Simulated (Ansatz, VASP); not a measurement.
# HC20: VASP beside Ansatz

```xyz
42
Lattice="7.2016 0.0000 0.0000 -3.3194 7.7908 0.0000 0.0000 0.0000 22.7917" Properties=species:S:1:pos:R:3 pbc="T T T"
C     1.2478    1.2988    4.0000
C    -0.4119    5.1941    4.0000
C     4.8486    1.2988    4.0000
C     3.1889    5.1941    4.0000
C     0.6932    2.5966    4.0000
C    -0.9665    6.4920    4.0000
C     4.2940    2.5966    4.0000
C     2.6343    6.4920    4.0000
C     0.4180    3.2465    5.2223
C    -1.2417    7.1418    5.2223
C     4.0188    3.2465    5.2223
C     2.3591    7.1418    5.2223
C     1.5231    0.6489    5.2223
C    -0.1366    4.5443    5.2223
C     5.1239    0.6489    5.2223
C     3.4642    4.5443    5.2223
C     1.2442    1.3061    6.4438
C    -0.4155    5.2015    6.4438
C     4.8450    1.3061    6.4438
C     3.1853    5.2015    6.4438
C     0.6969    2.5893    6.4438
C    -0.9628    6.4846    6.4438
C     4.2976    2.5893    6.4438
C     2.6379    6.4846    6.4438
C     0.4122    3.2592    7.6703
C    -1.2475    7.1546    7.6703
C     4.0130    3.2592    7.6703
C     2.3533    7.1546    7.6703
C     1.5289    0.6362    7.6703
C    -0.1308    4.5316    7.6703
C     5.1296    0.6362    7.6703
C     3.4699    4.5316    7.6703
C     1.2137    1.3803    8.7917
C    -0.4460    5.2757    8.7917
C     4.8144    1.3803    8.7917
C     3.1547    5.2757    8.7917
C     0.7274    2.5151    8.7917
C    -0.9323    6.4105    8.7917
C     4.3282    2.5151    8.7917
C     2.6685    6.4105    8.7917
H     6.2560    2.2161   12.3917
H     6.0012    2.8141   12.3917
```

Alike in both runs: task single point; functional LDA; k mesh 4 × 4 × 1; occupations gaussian, width 0.05 eV; no spin polarisation.

```csv
,VASP,Ansatz
version,VASP 6.6.1,Ansatz 0.2.0
potentials or method,"VASP PAW LDA potentials, release 64 (C, H), cutoff 520 eV","scalar-relativistic, plane waves, PAW"
valence electrons in the cell,162,162
```

VASP gave:

| Quantity | Value |
| --- | --- |
| rms of the force components (eV/Å) | 1.912 |

Task: Which values does Ansatz return?

Result: rms of the force components (eV/Å): 1.917.

Ansatz warns that its potentials were made for another functional, while VASP's fit it. LDA's correlation is that of Perdew and Zunger in VASP and of Perdew and Wang (1992) in Ansatz. Atom by atom the forces differ by 0.030 eV/Å (rms over components).
